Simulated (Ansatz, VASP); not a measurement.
Pb: VASP beside Ansatz

File INCAR:

```
SYSTEM = Pb
AGGAC = 1.0
AGGAX = 1.0
ALDAC = 0.0
ALDAX = 1.0
ALGO = Normal
EDIFF = 1E-6
ENCUT = 520
GGA = B5
ISIF = 2
ISMEAR = -1
LASPH = .True.
LCHARG = .True.
LELF = .True.
LREAL = .False.
LVHAR = .True.
LWAVE = .False.
NBANDS = 36
NELM = 100
PREC = Accurate
SIGMA = 0.1
```

File KPOINTS:

```
k-points
0
Gamma
  13 13 4
  0 0 0
```

File POSCAR:

```
Pb
1.0
    3.5819631739      0.0000000000      0.0000000000
   -1.7909815870      3.1020711040      0.0000000000
    0.0000000000      0.0000000000     11.5191361041
Pb
4
Direct
    1.0000000000      0.0000000000      0.0000000000
    1.0000000000      0.0000000000      0.5000000000
    0.3333333333      0.6666666667      0.2500000000
    0.6666666667      0.3333333333      0.7500000000
```

Input for Ansatz:

```yaml
crystal:
  lattice:
    - [3.5819631739, 0.0, 0.0]
    - [-1.790981587, 3.102071104, 0.0]
    - [0.0, 0.0, 11.5191361041]
  atoms:
    - { symbol: Pb, position: [1.0, 0.0, 0.0] }
    - { symbol: Pb, position: [1.0, 0.0, 0.5] }
    - { symbol: Pb, position: [0.3333333333, 0.6666666667, 0.25] }
    - { symbol: Pb, position: [0.6666666667, 0.3333333333, 0.75] }
hamiltonian:
  xc: blyp
  pseudopotentials:
    kind: paw
    azcp:
      Pb: "pseudopotentials/Pb.paw.azcp"
basis:
  ecutwfc: 420
  fft_grid_basis: typed
kpoints:
  mp_grid: { grid: [13, 13, 4], shift: [0, 0, 0] }
magnetization:
  spin_polarized: false
scf:
  occupations: { method: fermi_dirac, width: 0.1 }
output:
  stress: true
```

Alike in both runs: task single point; functional BLYP; k mesh 13 × 13 × 4; occupations fermi-dirac, width 0.1 eV; no spin polarisation.

|  | VASP | Ansatz |
| --- | --- | --- |
| version | VASP 6.6.1 | Ansatz 0.2.0 |
| potentials or method | VASP PAW PBE potentials, release 64 (Pb_d), cutoff 520 eV | plane waves (420 eV) with PAW, scalar-relativistic |
| valence electrons in the cell | 56 | 56 |

```csv
,VASP,Ansatz,Ansatz less VASP
pressure (GPa),3.3,3.3,-0.07
"traceless stress, the component that is largest in VASP (GPa)",0.56,0.55,-0.007
```

VASP's potentials were made for PBE, not for BLYP. With one functional, cell and mesh, what is left measures potentials, basis and numerics.

Spin-orbit coupling is off throughout.
